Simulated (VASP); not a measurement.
# LiF (P6_3mc) in VASP: further runs

Runs on LiF. Level: PBE. Tasks: single point.

Everything below comes from runs of VASP 6.6.1. Logs are shortened: lines on timing, memory, paths and dates and some standing lists are left out, and cuts for length are marked.

### Step 1. The cell of the first run

The structure is hexagonal, space group P6_3mc (No. 186). Conventional cell: a = 3.109 Å, b = 3.109 Å, c = 4.954 Å, α = 90.00°, β = 90.00°, γ = 120.00°. Li (site symmetry 3m) has 4 F at 1.72 to 1.95 Å within 2.3 Å. F (site symmetry 3m) has 4 Li at 1.72 to 1.95 Å within 2.3 Å.

### Step 2. Single point, PBE (c/a of the conventional cell at fixed volume 1.5932)

Contents of INCAR:

```
PREC     = Accurate       # precision mode
ENCUT    = 520            # plane-wave cutoff, eV
EDIFF    = 1E-7           # SCF threshold, eV
ISMEAR   = 0              # smearing method
SIGMA    = 0.05           # smearing width, eV
LREAL    = F              # projectors in reciprocal space
LASPH    = T              # aspherical terms in the spheres
NELM     = 60             # most SCF steps
ALGO     = Normal         # electronic algorithm
ISIF     = 2              # what is computed and relaxed
LWAVE    = F              # write WAVECAR
LCHARG   = F              # write CHGCAR
GGA      = PE             # functional
NBANDS   = 18             # bands
```

Contents of KPOINTS:

```
Automatic mesh
0
Gamma
  9 9 6
```

Contents of POSCAR:

```
LiF
1.0
    3.1094393350      0.0000000000      0.0000000000
   -1.5547196675      2.6928534557      0.0000000000
    0.0000000000      0.0000000000      4.9539587486
Li F
2 2
Direct
    0.3333333333      0.6666666667      0.3402706354
    0.6666666667      0.3333333333      0.8402706354
    0.3333333333      0.6666666667      0.9939266766
    0.6666666667      0.3333333333      0.4939266766
```

Potentials or basis: VASP PAW PBE potentials, release 64 (Li_sv, F).

Command:

```console
$ cat potpaw_PBE.64/Li_sv/POTCAR potpaw_PBE.64/F/POTCAR > POTCAR
$ mpirun -np 1 vasp_std > vasp.out
```

OUTCAR:

```text
PREC = Accurate
   ENCUT = 520
   EDIFF = 1E-7
   ISMEAR = 0
   LREAL = F
   LASPH = T
   NELM = 60
   ISIF = 2
   GGA = PE

 ion  position               nearest neighbor table
   1  0.333  0.667  0.340-   3 1.72   4 1.95   4 1.95   4 1.95
   2  0.667  0.333  0.840-   4 1.72   3 1.95   3 1.95   3 1.95
   3  0.333  0.667  0.994-   1 1.72   2 1.95   2 1.95   2 1.95
   4  0.667  0.333  0.494-   2 1.72   1 1.95   1 1.95   1 1.95

  LATTYP: Found a hexagonal cell.
 ALAT       =     3.1094393350
 C/A-ratio  =     1.5932000000

  Lattice vectors:

 A1 = (   3.1094393350,   0.0000000000,   0.0000000000)
 A2 = (  -1.5547196675,   2.6928534557,   0.0000000000)
 A3 = (   0.0000000000,   0.0000000000,   4.9539587486)

Analysis of symmetry for initial positions (statically):
=====================================================================
 Subroutine PRICEL returns:
 Original cell was already a primitive cell.

 Routine SETGRP: Setting up the symmetry group for a
 hexagonal supercell.

 Subroutine GETGRP returns: Found 12 space group operations
 (whereof  6 operations were pure point group operations)
 out of a pool of 24 trial point group operations.

The static configuration has the point symmetry C_3v.
 The point group associated with its full space group is C_6v.

Analysis of symmetry for dynamics (positions and initial velocities):
=====================================================================
 Subroutine PRICEL returns:
 Original cell was already a primitive cell.

 Routine SETGRP: Setting up the symmetry group for a
 hexagonal supercell.

 Subroutine GETGRP returns: Found 12 space group operations
 (whereof  6 operations were pure point group operations)
 out of a pool of 24 trial point group operations.

The dynamic configuration has the point symmetry C_3v.
 The point group associated with its full space group is C_6v.

 Subroutine INISYM returns: Found 12 space group operations
 (whereof  6 operations are pure point group operations),
 and found     1 'primitive' translations

----------------------------------------------------------------------------------------

                                     Primitive cell

[... 90 lines left out ...]
   LSORBIT =      F    spin-orbit coupling
   LASPH  =      T    aspherical Exc in radial PAW
   ENCUT  =  520.0 eV  38.22 Ry    6.18 a.u.   5.78  5.78  9.21*2*pi/ulx,y,z
   NELM   =     60;   NELMIN=  2; NELMDL= -5     # of ELM steps
   EDIFF  = 0.1E-06   stopping-criterion for ELM
   LREAL  =      F    real-space projection
   EDIFFG = 0.1E-05   stopping-criterion for IOM
   NSW    =      0    number of steps for IOM
   IBRION =     -1    ionic relax: 0-MD 1-quasi-New 2-CG
   NFREE  =      0    steps in history (QN), initial steepest desc. (CG)
   ISIF   =      2    stress and relaxation
   ISYM   =      2    0-nonsym 1-usesym 2-fastsym
   POTIM  = 0.5000    time-step for ionic-motion
   TEBEG  =    0.0;   TEEND  =   0.0 temperature during run
   PSTRESS=    0.0 pullay stress
   NELECT =      20.0000    total number of electrons
   NUPDOWN=      -1.0000    fix difference up-down
   EMIN   =  10.00;   EMAX   =-10.00  energy-range for DOS
   EFERMI =   0.00;   METHOD = LEGACY
   ISMEAR =     0;   SIGMA  =   0.05  broadening in eV -4-tet -1-fermi 0-gaus
   EFERMI_NEDOS =   21; number of points for ismear=-14 and -15
   IALGO  =     38    algorithm
   IMIX   =      4    mixing-type and parameters
     AMIX     =   0.40;   BMIX     =  1.00
     AMIX_MAG =   1.60;   BMIX_MAG =  1.00
  volume/ion in A,a.u.               =      10.37        69.98
  Fermi-wavevector in a.u.,A,eV,Ry     =   1.283716  2.425872 22.421420  1.647928
  Thomas-Fermi vector in A             =   2.415953
   LORBIT       =      0    0 simple, 1 ext, 2 COOP (PROOUT), +10 PAW based schemes
   GGA     = PE    functional components
   LHFCALC =     F    Hartree Fock is set to
   AEXX    =    0.0000 exact exchange contribution
   IVDW    =     0    specifies the selected vdW correction
   LEPSILON=     F    determine dielectric tensor
   LRPA    =     F    only Hartree local field effects (RPA)
 non-spin polarized calculation
 Gauss-broadening in eV      SIGMA  =   0.05
  energy-cutoff  :      520.00
  volume of cell :       41.48
 maximum number of plane-waves:      1134
 NGX is ok and might be reduce to    24
   NGX = 11   NGY = 11   NGZ = 19

 number of electron      19.9999971 magnetization

 Free energy of the ion-electron system (eV)
  ---------------------------------------------------
  ext. energy  EPLUGINS =         0.00000000
  ---------------------------------------------------
  free energy    TOTEN  =       -19.15814830 eV

  energy without entropy =      -19.15814830  energy(sigma->0) =      -19.15814830

 E-fermi :  -2.4369     XC(G=0):  -8.6320

 val. band max:       -2.7135792545   @ k =   0.0000   0.0000   0.0000
 cond. band min:       4.8768105919   @ k =   0.0000   0.0000   0.0000
 fundamental gap:      7.5903898464
 Fermi energy:        -2.4369424333

 k-point     1 :       0.0000    0.0000    0.0000
  band No.  band energies     occupation
      1     -43.2053      2.00000
      2     -43.1671      2.00000
      3     -22.0357      2.00000
      4     -21.9136      2.00000
      5      -4.5947      2.00000
      6      -3.0100      2.00000
[... 481 lines left out ...]
      5      -4.4260      2.00000
      6      -3.9452      2.00000
[... 10 lines left out ...]
     17      15.7734      0.00000
     18      17.6293      0.00000

 [... further k-points ...]

------------------------ aborting loop because EDIFF is reached ----------------------------------------

  FORCE on cell =-STRESS in cart. coord.  units (eV):
  Direction    XX          YY          ZZ          XY          YZ          ZX
  --------------------------------------------------------------------------------------
  -------------------------------------------------------------------------------------
  Total       -0.4500963     -0.4500963      2.0707165      0.0000000      0.0000000     -0.0000000
  in kB      -17.3847640    -17.3847640     79.9804849      0.0000000      0.0000000     -0.0000000
  external PRESSURE =      15.0703190 kB  Pullay stress =       0.0000000 kB

 VOLUME and BASIS-vectors are now :
 -----------------------------------------------------------------------------
  energy-cutoff  :      520.00
  volume of cell :       41.48
      direct lattice vectors                 reciprocal lattice vectors
     3.109439335  0.000000000  0.000000000     0.321601386  0.185676647  0.000000000
    -1.554719667  2.692853456  0.000000000     0.000000000  0.371353294  0.000000000
     0.000000000  0.000000000  4.953958749     0.000000000  0.000000000  0.201858766

 POSITION                                       TOTAL-FORCE (eV/Angst)
 -----------------------------------------------------------------------------------
     -0.00000      1.79524      1.68569        -0.000000      0.000000      0.926804
      1.55472      0.89762      4.16267         0.000000     -0.000000      0.926804
     -0.00000      1.79524      4.92387        -0.000000      0.000000     -0.926804
      1.55472      0.89762      2.44689         0.000000     -0.000000     -0.926804
 -----------------------------------------------------------------------------------
    total drift:                                0.000000      0.000000      0.008980

  FREE ENERGIE OF THE ION-ELECTRON SYSTEM (eV)
  ---------------------------------------------------
  free  energy   TOTEN  =       -19.1581482957 eV

  energy  without entropy=      -19.1581482957  energy(sigma->0) =      -19.15814830
```

stdout:

```text
POSCAR found type information on POSCAR LiF
 POSCAR found :  2 types and       4 ions
 scaLAPACK will be used
 LDA part: xc-table for (Slater+PW92), standard interpolation
 POSCAR, INCAR and KPOINTS ok, starting setup
 FFT: planning ... GRIDC
 FFT: planning ... GRID_SOFT
 FFT: planning ... GRID
 WAVECAR not read
 entering main loop
```

It took 24 s on 1 thread of Intel Xeon Platinum 8488C (Sapphire Rapids), shared host; peak memory 0.16 GiB.

Results:

```yaml
Free_energy: -19.1581 eV
Largest_force: 0.927 eV/Å
Band_gap_on_the_k_mesh: 7.59 eV, direct
```

Forces on the atoms (eV/Å):
```
Li   0.000  0.000  0.927
Li   0.000  0.000  0.927
F    0.000  0.000 -0.927
F    0.000  0.000 -0.927
```

Caveat: the cutoff is under 1.25 times the usual one of these potentials, so pressure, stress and relaxed cells hold a basis-set (Pulay) error.

### Step 3. Single point, PBE (c/a of the conventional cell at fixed volume 1.5932)

Contents of INCAR:

```
ALGO     = Normal         # electronic algorithm
EDIFF    = 1E-7           # SCF threshold, eV
ENCUT    = 520            # plane-wave cutoff, eV
GGA      = PE             # functional
ISIF     = 2              # what is computed and relaxed
ISMEAR   = 0              # smearing method
LASPH    = T              # aspherical terms in the spheres
LCHARG   = T              # write CHGCAR
LELF     = T              # ELF
LREAL    = F              # projectors in reciprocal space
LVHAR    = T            
LWAVE    = F              # write WAVECAR
NBANDS   = 18             # bands
NELM     = 60             # most SCF steps
PREC     = Accurate       # precision mode
SIGMA    = 0.05           # smearing width, eV
```

Contents of KPOINTS:

```
k-points
0
Gamma
  9 9 6
```

POSCAR, as its differences from that of step 2:

```diff
@@ -8,4 +8,4 @@
 Direct
-    0.3333333333      0.6666666667      0.3402706354
-    0.6666666667      0.3333333333      0.8402706354
+    0.3333333333      0.6666666667      0.3810713234
+    0.6666666667      0.3333333333      0.8810713234
     0.3333333333      0.6666666667      0.9939266766
```

Potentials or basis: VASP PAW PBE potentials, release 64 (Li_sv, F).

Command:

```console
$ cat potpaw_PBE.64/Li_sv/POTCAR potpaw_PBE.64/F/POTCAR > POTCAR
$ mpirun -np 1 vasp_std > vasp.out
```

OUTCAR:

```text
EDIFF = 1E-7
   ENCUT = 520
   GGA = PE
   ISIF = 2
   ISMEAR = 0
   LASPH = T
   LREAL = F
   NELM = 60
   PREC = Accurate

 ion  position               nearest neighbor table
   1  0.333  0.667  0.381-   4 1.88   4 1.88   4 1.88   3 1.92
   2  0.667  0.333  0.881-   3 1.88   3 1.88   3 1.88   4 1.92
   3  0.333  0.667  0.994-   2 1.88   2 1.88   2 1.88   1 1.92
   4  0.667  0.333  0.494-   1 1.88   1 1.88   1 1.88   2 1.92

[... 705 lines left out ...]

  FORCE on cell =-STRESS in cart. coord.  units (eV):
  Direction    XX          YY          ZZ          XY          YZ          ZX
  --------------------------------------------------------------------------------------
  -------------------------------------------------------------------------------------
  Total        0.0715747      0.0715747     -0.2745753      0.0000000     -0.0000000      0.0000000
  in kB        2.7645413      2.7645413    -10.6053463      0.0000000     -0.0000000      0.0000000
  external PRESSURE =      -1.6920879 kB  Pullay stress =       0.0000000 kB

 VOLUME and BASIS-vectors are now :
 -----------------------------------------------------------------------------
  energy-cutoff  :      520.00
  volume of cell :       41.48
      direct lattice vectors                 reciprocal lattice vectors
     3.109439335  0.000000000  0.000000000     0.321601386  0.185676647  0.000000000
    -1.554719667  2.692853456  0.000000000     0.000000000  0.371353294  0.000000000
     0.000000000  0.000000000  4.953958749     0.000000000  0.000000000  0.201858766

 POSITION                                       TOTAL-FORCE (eV/Angst)
 -----------------------------------------------------------------------------------
     -0.00000      1.79524      1.88781         0.000000      0.000000     -0.050522
      1.55472      0.89762      4.36479        -0.000000      0.000000     -0.050522
     -0.00000      1.79524      4.92387         0.000000      0.000000      0.050522
      1.55472      0.89762      2.44689        -0.000000     -0.000000      0.050522
 -----------------------------------------------------------------------------------
    total drift:                                0.000000      0.000000     -0.002581

  FREE ENERGIE OF THE ION-ELECTRON SYSTEM (eV)
  ---------------------------------------------------
  free  energy   TOTEN  =       -19.2985137847 eV

  energy  without entropy=      -19.2985137847  energy(sigma->0) =      -19.29851378
```

stdout:

```text
POSCAR found type information on POSCAR LiF
 POSCAR found :  2 types and       4 ions
 scaLAPACK will be used
 LDA part: xc-table for (Slater+PW92), standard interpolation
 POSCAR, INCAR and KPOINTS ok, starting setup
 FFT: planning ... GRIDC
 FFT: planning ... GRID_SOFT
 FFT: planning ... GRID
 WAVECAR not read
 entering main loop
```

It took 24 s on 1 thread of Intel Xeon Platinum 8488C (Sapphire Rapids), shared host; peak memory 0.16 GiB.

What came out:

- Free energy: -19.2985 eV
- Largest force: 0.051 eV/Å
- Band gap on the k mesh: 7.60 eV, direct

Forces in eV/Å, atoms in the order of the input:
```
Li   0.000  0.000 -0.051
Li   0.000  0.000 -0.051
F    0.000  0.000  0.051
F    0.000  0.000  0.051
```

Caveat: the cutoff is under 1.25 times the usual one of these potentials, so pressure, stress and relaxed cells hold a basis-set (Pulay) error.

### Step 4. Single point, PBE (c/a of the conventional cell at fixed volume 1.4427)

Contents of INCAR:

```
SYSTEM = LiF
PREC = Accurate
ENCUT = 520
EDIFF = 1E-6
ISMEAR = 0
SIGMA = 0.05
LREAL = .FALSE.
LASPH = .TRUE.
NELM = 100
ALGO = Normal
ISIF = 2
LWAVE = .FALSE.
LCHARG = .FALSE.
GGA = PE
NBANDS = 18
```

Contents of KPOINTS:

```
Automatic mesh
0
G
  9 9 6
  0 0 0
```

Contents of POSCAR:

```
LiF
1.0
    3.2140071864      0.0000000000      0.0000000000
   -1.6070035932      2.7834118714      0.0000000000
    0.0000000000      0.0000000000      4.6368481678
Li F
2 2
Direct
    0.3333333333      0.6666666667      0.3606709794
    0.6666666667      0.3333333333      0.8606709794
    0.3333333333      0.6666666667      0.9939266766
    0.6666666667      0.3333333333      0.4939266766
```

Command:

```console
$ cat potpaw_PBE.64/Li_sv/POTCAR potpaw_PBE.64/F/POTCAR > POTCAR
$ mpirun -np 1 vasp_std > vasp.out
```

Run time: 19 s. Hardware: 1 thread of Intel Xeon Platinum 8488C (Sapphire Rapids), shared host; peak memory 0.16 GiB.

It converged, with:

```
Free energy            : -19.1269 eV
Largest force          : 0.974 eV/Å
Band gap on the k mesh : 7.60 eV, direct
```

Forces in eV/Å, atoms in the order of the input:
```
Li   0.000  0.000  0.974
Li   0.000  0.000  0.974
F    0.000  0.000 -0.974
F    0.000  0.000 -0.974
```

Levels at points of the mesh, in eV from the valence-band top:
```tsv
k point	band 7	band 8	band 9	band 10	band 11	band 12	band 13	band 14
(0.00, 0.00, 0.00)	-0.49	-0.07	-0.07	0.00	7.60	12.27	15.36	17.73
(0.00, 0.00, 0.50)	-0.28	-0.28	-0.28	-0.28	9.31	9.31	17.96	17.96
```

Caveat: the cutoff is under 1.25 times the usual one of these potentials, so pressure, stress and relaxed cells hold a basis-set (Pulay) error. A k mesh can miss the band edges.

[end of part 1 of 2]
